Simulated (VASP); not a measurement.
A run of VASP 6.6.1 is set up as follows.

INCAR

```
PREC = Accurate ; ENCUT = 520
EDIFF = 1E-8 ; ISMEAR = 0
SIGMA = 0.01 ; LREAL = F
LASPH = T ; NELM = 100
ALGO = Normal ; ISIF = 2
LWAVE = F ; LCHARG = F
GGA = PE ; IBRION = 8
NSW = 1 ; LEPSILON = T
```

KPOINTS

```
regular mesh
0
Gamma
  6 6 6
```

File POSCAR:

```
BeH2
1.0
    4.3794942434      0.0000000289      0.0000000000
   -2.1897471467      3.7927532560      0.0000000000
    0.0000000000      0.0000000000      4.7204723744
Be H
3 6
Direct
    0.0000000000      0.5000000000      0.3333333333
    0.5000000000      0.5000000000      0.6666666667
    0.5000000000      0.0000000000      0.0000000000
    0.8075705935      0.6151411871      0.5000000000
    0.1924294065      0.3848588129      0.5000000000
    0.8075705935      0.1924294065      0.1666666667
    0.1924294065      0.8075705935      0.1666666667
    0.3848588129      0.1924294065      0.8333333333
    0.6151411871      0.8075705935      0.8333333333
```

Potentials or basis: VASP PAW PBE potentials, release 64 (Be, H).

Launch:

```console
$ cat potpaw_PBE.64/Be/POTCAR potpaw_PBE.64/H/POTCAR > POTCAR
$ mpirun -np 1 vasp_std > vasp.out
```

(1) Predict the electronic dielectric tensor (diagonal).

(2) Predict the Born charges (mean of the diagonal).

(3) What does it give for the most unstable mode?

(4) Estimate the highest phonon frequency at Γ.

Answers

(1) 2.99, 2.99, 3.04.

(2) Be +1.25; H -0.62 e.

(3) 292i cm⁻¹.

(4) 2213 cm⁻¹.

Caveat: some modes are imaginary.
